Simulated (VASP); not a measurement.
GaP: single point with PBEsol

The system is GaP.

```xyz
2
Lattice="0.0000 2.6344 2.6344 2.6344 0.0000 2.6344 2.6344 2.6344 0.0000" Properties=species:S:1:pos:R:3 pbc="T T T"
Ga    0.0000    0.0000    0.0000
P     3.9515    3.9515    3.9515
```

```yaml
Program: VASP 6.6.1
Task: single point
Functional: PBEsol
Potentials_or_basis: VASP PAW PBE potentials, release 64 (Ga_d, P)
Cutoff: 520 eV
k_mesh: 8 × 8 × 8
Occupations: gaussian, width 0.01 eV
Spin: no spin polarisation
```

* Pressure: 9.8 GPa
* Band gap on the k mesh: 1.29 eV (least direct gap 2.60 eV)

Levels at points of the mesh, in eV from the valence-band top:
```
           k point  band 6  band 7  band 8  band 9  band 10  band 11  band 12  band 13
(0.00, 0.00, 0.00)  -13.34    0.00    0.00    0.00     2.60     3.78     3.78     3.78
(0.50, 0.00, 0.00)  -10.89   -7.33   -1.29   -1.29     1.89     4.60     4.60     8.23
(0.50, 0.50, 0.00)   -9.84   -7.32   -3.09   -3.09     1.29     1.58    11.31    11.31
```

It took 23 s on 1 thread of Intel Xeon 8259CL, with other jobs on the host, peak memory 0.16 GiB.

Caveat: the cell stands under pressure; the PAW data sets were made with another functional, which shifts forces and pressure a little. A k mesh can miss the band edges.
